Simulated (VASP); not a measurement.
Runs of VASP 6.6.1 on Mg. The structure is that of space group P6_3/mmc (No. 194), or close to it. The cells are those of the table. 

```csv
cell,gap on the mesh (eV),pressure (GPa)
"a = 3.158, b = 3.158, c = 5.383 Å, angles 90.0, 90.0, 120.0°, 2 atoms",none,-1.0
"a = 2.941, b = 2.941, c = 6.206 Å, angles 90.0, 90.0, 120.0°, 2 atoms",none,2.2
"a = 3.300, b = 3.300, c = 4.929 Å, angles 90.0, 90.0, 120.0°, 2 atoms",none,(a)
"a = 3.388, b = 3.388, c = 4.675 Å, angles 90.0, 90.0, 120.0°, 2 atoms",none,(b)
"a = 3.253, b = 3.253, c = 5.070 Å, angles 90.0, 90.0, 120.0°, 2 atoms",none,-1.1
```

Alike in all rows: task single point; level PBEsol; potentials or basis VASP PAW PBE potentials, release 64 (Mg); no spin polarisation; k mesh 18 × 18 × 10; cutoff (eV) 520; smearing gaussian 0.15 eV.

Q: Estimate the missing entries.

A: (a) -0.9; (b) -0.3.

Caveats: the PAW data sets were made with another functional, which shifts forces and pressure a little.

A gap of «none» marks levels without a gap at the run's occupations.
